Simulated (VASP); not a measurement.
A run of VASP 6.6.1 is set up as follows.

INCAR

```
PREC = Accurate
ENCUT = 500
EDIFF = 1E-6
ISMEAR = -1
SIGMA = 0.05
LREAL = F
LASPH = T
NELM = 120
ALGO = Normal
ISIF = 2
LWAVE = F
LCHARG = F
GGA = PS
NBANDS = 64
GGA_COMPAT = F
```

Contents of KPOINTS:

```
regular mesh
0
Gamma
  6 6 2
```

POSCAR

```
NbHg2Sb3
1.0
    3.4563072008      0.0000579690     -0.0000414468
   -3.4563614318      5.9063207180      0.0316587067
    0.0003976750      0.0672177150     14.1445406914
Nb Hg Sb
2 4 6
Direct
   -0.0037126041     -0.0009161350     -0.0002853592
   -0.0039770150      0.4988627663      0.0001131426
    0.3380862265      0.3412022735      0.6838370061
    0.6534742711      0.1567520396      0.3159735240
    0.3339659845      0.8374418762      0.6722930953
    0.6571271536      0.6605206256      0.3275371902
    0.3279137432      0.3307099461      0.1410178938
    0.6644992416      0.1672528870      0.8588034742
    0.0301334236      0.0340182272      0.4982087118
    0.3272761171      0.8300753309      0.1412296451
    0.6650339652      0.6678528642      0.8585960897
   -0.0397894453      0.4639811208      0.5016058441
```

Potentials or basis: VASP PAW PBE potentials, release 64 (Nb_sv, Hg, Sb).

The run is started by

```sh
$ cat potpaw_PBE.64/Nb_sv/POTCAR potpaw_PBE.64/Hg/POTCAR potpaw_PBE.64/Sb/POTCAR > POTCAR
$ mpirun -np 1 vasp_std > vasp.out
```

Question: Estimate the band gap on the k mesh.

Answer: Zero (bands 52 and 53 overlap by 1.48 eV).

Question: What does it give for the largest force?

Answer: 0.010 eV/Å.

Forces on the atoms (eV/Å):
```
Nb   0.000 -0.005  0.000
Nb   0.000  0.005 -0.001
Hg   0.000  0.000  0.002
Hg   0.000  0.000 -0.002
Hg   0.000  0.002 -0.004
Hg   0.000 -0.002  0.004
Sb   0.000  0.000 -0.005
Sb   0.000 -0.001  0.006
Sb   0.001 -0.010  0.000
Sb   0.000  0.002 -0.002
Sb   0.000 -0.001  0.003
Sb   0.000  0.009  0.000
```

Caveat: the PAW data sets were made with another functional, which shifts forces and pressure a little; spin-orbit coupling is left out, which moves the levels of the heavy elements.
